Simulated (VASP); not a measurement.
# Li3Au (I4/mmm) in VASP: notebook, part 2 of 3

VASP 6.6.1. The steps go on from the part before.

### 3 Single point, LDA

This run uses another cell than the first one, of 14.77 Å³/atom.

Input file INCAR:

```
SYSTEM = Li3Au
PREC = Accurate
ENCUT = 520
EDIFF = 1E-6
ISMEAR = -1
SIGMA = 0.1
LREAL = .False.
LASPH = .True.
NELM = 100
ALGO = Normal
ISIF = 2
LWAVE = .False.
LCHARG = .True.
GGA = CA
LELF = .True.
LVHAR = .True.
NBANDS = 18
```

Input file KPOINTS:

```
regular mesh
0
Gamma
  8 8 8
  0 0 0
```

Input file POSCAR:

```
Li3Au
1.0
   -1.9893732904      1.9893732904      3.7322591481
    1.9893732904     -1.9893732904      3.7322591481
    1.9893732904      1.9893732904     -3.7322591481
Li Au
3 1
Direct
    0.7500000000      0.2500000000      0.5000000000
    0.2500000000      0.7500000000      0.5000000000
    0.5000000000      0.5000000000      0.0000000000
    0.0000000000      0.0000000000      0.0000000000
```

Potentials or basis: VASP PAW LDA potentials, release 64 (Li_sv, Au).

Command:

```console
$ cat potpaw_LDA.64/Li_sv/POTCAR potpaw_LDA.64/Au/POTCAR > POTCAR
$ mpirun -np 1 vasp_std > vasp.out
```

OUTCAR:

```text
SYSTEM = Li3Au
   PREC = Accurate
   ENCUT = 520
   EDIFF = 1E-6
   ISMEAR = -1
   LREAL = .False.
   LASPH = .True.
   NELM = 100
   ISIF = 2
   GGA = CA

 ion  position               nearest neighbor table
   1  0.750  0.250  0.500-   4 2.73   4 2.73   4 2.73   4 2.73
   2  0.250  0.750  0.500-   4 2.73   4 2.73   4 2.73   4 2.73
   3  0.500  0.500  0.000-   4 2.81   4 2.81   4 2.81   4 2.81
   4  0.000  0.000  0.000-   1 2.73   2 2.73   1 2.73   2 2.73   1 2.73   2 2.73   1 2.73   2 2.73
[... 705 lines left out ...]
  Direction    XX          YY          ZZ          XY          YZ          ZX
  --------------------------------------------------------------------------------------
  -------------------------------------------------------------------------------------
  Total       -0.5024435     -0.5024435     -0.7637381      0.0000000      0.0000000      0.0000000
  in kB      -13.6249043    -13.6249043    -20.7105061      0.0000000      0.0000000      0.0000000
  external PRESSURE =     -15.9867715 kB  Pullay stress =       0.0000000 kB

 VOLUME and BASIS-vectors are now :
 -----------------------------------------------------------------------------
  energy-cutoff  :      520.00
  volume of cell :       59.08
      direct lattice vectors                 reciprocal lattice vectors
    -1.989373290  1.989373290  3.732259148     0.000000000  0.251335434  0.133967118
     1.989373290 -1.989373290  3.732259148     0.251335434  0.000000000  0.133967118
     1.989373290  1.989373290 -3.732259148     0.251335434  0.251335434  0.000000000

 POSITION                                       TOTAL-FORCE (eV/Angst)
 -----------------------------------------------------------------------------------
     -0.00000      1.98937      1.86613        -0.000000     -0.000000     -0.000000
      1.98937     -0.00000      1.86613        -0.000000      0.000000      0.000000
      0.00000      0.00000      3.73226         0.000000      0.000000     -0.000000
      0.00000      0.00000      0.00000         0.000000      0.000000     -0.000000
 -----------------------------------------------------------------------------------
    total drift:                                0.000000      0.000000      0.000000

  FREE ENERGIE OF THE ION-ELECTRON SYSTEM (eV)
  ---------------------------------------------------
  free  energy   TOTEN  =       -12.1951881567 eV

  energy  without entropy=      -12.1451320209  energy(sigma->0) =      -12.17016009
```

OSZICAR:

```text
N       E                     dE             d eps       ncg     rms          rms(c)
DAV:   1     0.104127528467E+03    0.10413E+03   -0.91106E+03  2164   0.115E+03
DAV:   2    -0.509135229016E+00   -0.10464E+03   -0.98664E+02  2374   0.261E+02
DAV:   3    -0.130434334883E+02   -0.12534E+02   -0.12372E+02  3986   0.533E+01
DAV:   4    -0.133040803476E+02   -0.26065E+00   -0.26014E+00  2678   0.120E+01
DAV:   5    -0.133104314226E+02   -0.63511E-02   -0.63498E-02  3258   0.147E+00    0.659E+00
DAV:   6    -0.122702089712E+02    0.10402E+01   -0.43456E+00  2300   0.150E+01    0.229E+00
DAV:   7    -0.122107451677E+02    0.59464E-01   -0.22426E-01  2394   0.352E+00    0.566E-01
DAV:   8    -0.121976230452E+02    0.13122E-01   -0.11270E-02  3056   0.650E-01    0.251E-01
DAV:   9    -0.121951755155E+02    0.24475E-02   -0.53491E-03  3296   0.440E-01    0.865E-02
DAV:  10    -0.121951894298E+02   -0.13914E-04   -0.13907E-04  2670   0.843E-02    0.269E-02
DAV:  11    -0.121951882399E+02    0.11899E-05   -0.19895E-05  3184   0.336E-02    0.274E-03
DAV:  12    -0.121951881567E+02    0.83172E-07   -0.78230E-07  1742   0.741E-03
   1 F= -.12195188E+02 E0= -.12170160E+02  d E =-.500561E-01
```

stdout:

```text
POSCAR found type information on POSCAR LiAu
 POSCAR found :  2 types and       4 ions
 scaLAPACK will be used
 LDA part: xc-table for (Slater(with rela. corr.)+CA(PZ))
 , standard interpolation
 POSCAR, INCAR and KPOINTS ok, starting setup
 FFT: planning ... GRIDC
 FFT: planning ... GRID_SOFT
 FFT: planning ... GRID
 WAVECAR not read
 entering main loop
```

Wall time 2 min (1 thread of AMD EPYC 7R43 (Zen 3), shared host); peak memory 0.17 GiB.

Results:

| Quantity | Value |
| --- | --- |
| Free energy | -12.1952 eV |
| Band gap on the k mesh | zero (bands 10 and 11 overlap by 3.53 eV) |

Levels at points of the mesh, in eV from the Fermi level:
```
           k point  band 7  band 8  band 9  band 10  band 11  band 12  band 13  band 14
(0.00, 0.00, 0.00)   -4.46   -4.39   -4.09     2.40     4.14     4.14     5.13     5.60
(0.50, 0.00, 0.00)   -4.19   -4.13   -3.44    -2.01     1.75     3.09     4.54     5.96
(0.50, 0.50, 0.00)   -4.17   -3.81   -2.56    -0.87    -0.38    -0.28     3.60     6.16
(0.50, 0.50, 0.50)   -4.13   -4.05   -3.82    -2.18     1.30     1.30     5.60     8.38
```

Caveat: the cutoff is under 1.25 times the usual one of these potentials, so pressure, stress and relaxed cells hold a basis-set (Pulay) error; spin-orbit coupling is left out, which moves the levels of the heavy elements.

### 4 Single point, LDA

This run uses another cell than the first one, of 15.19 Å³/atom.

Input file INCAR:

```
PREC = Accurate
ENCUT = 520
EDIFF = 1E-6
ISMEAR = -1
SIGMA = 0.1
LREAL = False
LASPH = True
NELM = 80
ALGO = Normal
ISIF = 2
LWAVE = False
LCHARG = False
GGA = CA
NBANDS = 18
```

Input file KPOINTS:

```
regular mesh
0
Gamma
  8 8 8
```

Input file POSCAR:

```
Li3Au
1.0
   -2.0078801512      2.0078801512      3.7669798317
    2.0078801512     -2.0078801512      3.7669798317
    2.0078801512      2.0078801512     -3.7669798317
Li Au
3 1
Direct
    0.7500000000      0.2500000000      0.5000000000
    0.2500000000      0.7500000000      0.5000000000
    0.5000000000      0.5000000000      0.0000000000
    0.0000000000      0.0000000000      0.0000000000
```

Potentials or basis: VASP PAW LDA potentials, release 64 (Li_sv, Au).

Command:

```console
$ cat potpaw_LDA.64/Li_sv/POTCAR potpaw_LDA.64/Au/POTCAR > POTCAR
$ mpirun -np 1 vasp_std > vasp.out
```

OUTCAR:

```text
PREC = Accurate
   ENCUT = 520
   EDIFF = 1E-6
   ISMEAR = -1
   LREAL = False
   LASPH = True
   NELM = 80
   ISIF = 2
   GGA = CA

 ion  position               nearest neighbor table
   1  0.750  0.250  0.500-   4 2.75   4 2.75   4 2.75   4 2.75
   2  0.250  0.750  0.500-   4 2.75   4 2.75   4 2.75   4 2.75
   3  0.500  0.500  0.000-   4 2.84   4 2.84   4 2.84   4 2.84
   4  0.000  0.000  0.000-   1 2.75   2 2.75   1 2.75   2 2.75   1 2.75   2 2.75   1 2.75   2 2.75
                             3 2.84   3 2.84   3 2.84   3 2.84

  LATTYP: Found a body centered tetragonal cell.
 ALAT       =     4.0157603024
 C/A-ratio  =     1.8760979481

  Lattice vectors:

 A1 = (  -2.0078801512,   2.0078801512,   3.7669798317)
 A2 = (   2.0078801512,  -2.0078801512,   3.7669798317)
 A3 = (   2.0078801512,   2.0078801512,  -3.7669798317)

Analysis of symmetry for initial positions (statically):
=====================================================================
 Subroutine PRICEL returns:
 Original cell was already a primitive cell.

 Routine SETGRP: Setting up the symmetry group for a
 body centered tetragonal supercell.

 Subroutine GETGRP returns: Found 16 space group operations
 (whereof 16 operations were pure point group operations)
 out of a pool of 16 trial point group operations.

The static configuration has the point symmetry D_4h.

Analysis of symmetry for dynamics (positions and initial velocities):
=====================================================================
 Subroutine PRICEL returns:
 Original cell was already a primitive cell.

 Routine SETGRP: Setting up the symmetry group for a
 body centered tetragonal supercell.

 Subroutine GETGRP returns: Found 16 space group operations
 (whereof 16 operations were pure point group operations)
 out of a pool of 16 trial point group operations.

The dynamic configuration has the point symmetry D_4h.

 Subroutine INISYM returns: Found 16 space group operations
 (whereof 16 operations are pure point group operations),
 and found     1 'primitive' translations

----------------------------------------------------------------------------------------

                                     Primitive cell

  volume of cell :      60.7476

  direct lattice vectors                    reciprocal lattice vectors
    -2.007880151  2.007880151  3.766979832     0.000000000  0.249018847  0.132732327
     2.007880151 -2.007880151  3.766979832     0.249018847  0.000000000  0.132732327
     2.007880151  2.007880151 -3.766979832     0.249018847  0.249018847  0.000000000

  length of vectors
     4.717340613  4.717340613  4.717340613     0.282184792  0.282184792  0.352165831

  position of ions in fractional coordinates (direct lattice)
     0.750000000  0.250000000  0.500000000
     0.250000000  0.750000000  0.500000000
     0.500000000  0.500000000  0.000000000
     0.000000000  0.000000000  0.000000000

  ion indices of the primitive-cell ions
   primitive index   ion index
                 1           1
                 2           2
                 3           3
                 4           4

[... 21 lines left out ...]
 Subroutine IBZKPT returns following result:
 ===========================================

 Found     59 irreducible k-points:

 Following reciprocal coordinates:
            Coordinates               Weight
  0.000000  0.000000  0.000000      1.000000
  0.125000  0.000000  0.000000      8.000000
  0.250000  0.000000  0.000000      8.000000
  0.375000  0.000000 -0.000000      8.000000
  0.500000  0.000000  0.000000      4.000000
  0.125000  0.125000  0.000000      8.000000
[... 16 lines left out ...]
  0.250000  0.125000  0.125000     16.000000
  0.375000  0.125000  0.125000      8.000000
 [... further k-points ...]
   k-points           NKPTS =     59   k-points in BZ     NKDIM =     59   number of bands    NBANDS=     18
   number of dos      NEDOS =    301   number of ions     NIONS =      4
   total plane-waves  NPLWV =  46656
   dimension x,y,z NGX =    36 NGY =   36 NGZ =   36
   dimension x,y,z NGXF=    72 NGYF=   72 NGZF=   72
   ions per type =               3   1
   NGX,Y,Z   is equivalent  to a cutoff of  12.69, 12.69, 12.69 a.u.
   NGXF,Y,Z  is equivalent  to a cutoff of  25.37, 25.37, 25.37 a.u.
 SYSTEM =  unknown system
   PREC   = accura    normal or accurate (medium, high low for compatibility)
   ISTART =      0    job   : 0-new  1-cont  2-samecut
   ICHARG =      2    charge: 1-file 2-atom 10-const
   ISPIN  =      1    spin polarized calculation?
   LNONCOLLINEAR =      F non collinear calculations
   LSORBIT =      F    spin-orbit coupling
   LASPH  =      T    aspherical Exc in radial PAW
   ENCUT  =  520.0 eV  38.22 Ry    6.18 a.u.   8.77  8.77  8.77*2*pi/ulx,y,z
   NELM   =     80;   NELMIN=  2; NELMDL= -5     # of ELM steps
   EDIFF  = 0.1E-05   stopping-criterion for ELM
   LREAL  =      F    real-space projection
   EDIFFG = 0.1E-04   stopping-criterion for IOM
   NSW    =      0    number of steps for IOM
   IBRION =     -1    ionic relax: 0-MD 1-quasi-New 2-CG
   NFREE  =      0    steps in history (QN), initial steepest desc. (CG)
   ISIF   =      2    stress and relaxation
   ISYM   =      2    0-nonsym 1-usesym 2-fastsym
   POTIM  = 0.5000    time-step for ionic-motion
   TEBEG  =    0.0;   TEEND  =   0.0 temperature during run
   PSTRESS=    0.0 pullay stress
   NELECT =      20.0000    total number of electrons
   NUPDOWN=      -1.0000    fix difference up-down
   EMIN   =  10.00;   EMAX   =-10.00  energy-range for DOS
   EFERMI =   0.00;   METHOD = LEGACY
   ISMEAR =    -1;   SIGMA  =   0.10  broadening in eV -4-tet -1-fermi 0-gaus
   EFERMI_NEDOS =   21; number of points for ismear=-14 and -15
   IALGO  =     38    algorithm
   IMIX   =      4    mixing-type and parameters
     AMIX     =   0.40;   BMIX     =  1.00
     AMIX_MAG =   1.60;   BMIX_MAG =  1.00
  volume/ion in A,a.u.               =      15.19       102.49
  Fermi-wavevector in a.u.,A,eV,Ry     =   1.130425  2.136194 17.386360  1.277861
  Thomas-Fermi vector in A             =   2.267122
   LORBIT       =      0    0 simple, 1 ext, 2 COOP (PROOUT), +10 PAW based schemes
   GGA     = CA    functional components
   LHFCALC =     F    Hartree Fock is set to
   AEXX    =    0.0000 exact exchange contribution
   IVDW    =     0    specifies the selected vdW correction
   LEPSILON=     F    determine dielectric tensor
   LRPA    =     F    only Hartree local field effects (RPA)
 non-spin polarized calculation
  energy-cutoff  :      520.00
  volume of cell :       60.75
 maximum number of plane-waves:      1655
   NGX = 17   NGY = 17   NGZ = 17

 number of electron      20.0000008 magnetization

 Free energy of the ion-electron system (eV)
  ---------------------------------------------------
  ext. energy  EPLUGINS =         0.00000000
  ---------------------------------------------------
  free energy    TOTEN  =       -12.17531307 eV

  energy without entropy =      -12.12435826  energy(sigma->0) =      -12.14983567

 E-fermi :   3.6921     XC(G=0):  -9.4536

 val. band max:        3.6817395431   @ k =  -0.3750   0.5000   0.2500
 cond. band min:       3.7016472231   @ k =  -0.2500  -0.2500   0.2500
 fundamental gap:      0.0199076800
 Fermi energy:         3.6921245325

 k-point     1 :       0.0000    0.0000    0.0000
  band No.  band energies     occupation
      1     -41.5035      2.00000
      2     -41.2341      2.00000
      3     -41.2045      2.00000
      4      -2.3346      2.00000
      5      -0.9487      2.00000
      6      -0.6962      2.00000
[... 481 lines left out ...]
      5      -0.8163      2.00000
      6      -0.6366      2.00000
[... 10 lines left out ...]
     17      14.2928      0.00000
     18      15.4374      0.00000

 [... further k-points ...]

------------------------ aborting loop because EDIFF is reached ----------------------------------------

  FORCE on cell =-STRESS in cart. coord.  units (eV):
  Direction    XX          YY          ZZ          XY          YZ          ZX
  --------------------------------------------------------------------------------------
  -------------------------------------------------------------------------------------
  Total       -0.8729661     -0.8729661     -1.1300661      0.0000000      0.0000000      0.0000000
  in kB      -23.0239100    -23.0239100    -29.8047564      0.0000000      0.0000000      0.0000000
  external PRESSURE =     -25.2841921 kB  Pullay stress =       0.0000000 kB

 VOLUME and BASIS-vectors are now :
 -----------------------------------------------------------------------------
  energy-cutoff  :      520.00
  volume of cell :       60.75
      direct lattice vectors                 reciprocal lattice vectors
    -2.007880151  2.007880151  3.766979832     0.000000000  0.249018847  0.132732327
     2.007880151 -2.007880151  3.766979832     0.249018847  0.000000000  0.132732327
     2.007880151  2.007880151 -3.766979832     0.249018847  0.249018847  0.000000000

 POSITION                                       TOTAL-FORCE (eV/Angst)
 -----------------------------------------------------------------------------------
      0.00000      2.00788      1.88349        -0.000000     -0.000000     -0.000000
      2.00788      0.00000      1.88349         0.000000      0.000000      0.000000
      0.00000      0.00000      3.76698         0.000000      0.000000      0.000000
      0.00000      0.00000      0.00000         0.000000      0.000000      0.000000
 -----------------------------------------------------------------------------------
    total drift:                                0.000000      0.000000      0.000000

  FREE ENERGIE OF THE ION-ELECTRON SYSTEM (eV)
  ---------------------------------------------------
  free  energy   TOTEN  =       -12.1753130697 eV

  energy  without entropy=      -12.1243582638  energy(sigma->0) =      -12.14983567
```

It took 1.7 min on 1 thread of AMD EPYC 7R43 (Zen 3), shared host; peak memory 0.17 GiB.

Results:

```yaml
Free_energy: -12.1753 eV
Band_gap_on_the_k_mesh: zero (bands 10 and 11 overlap by 3.48 eV)
```

Caveat: the cutoff is under 1.25 times the usual one of these potentials, so pressure, stress and relaxed cells hold a basis-set (Pulay) error; spin-orbit coupling is left out, which moves the levels of the heavy elements.

(Continued in part 3 of 3.)
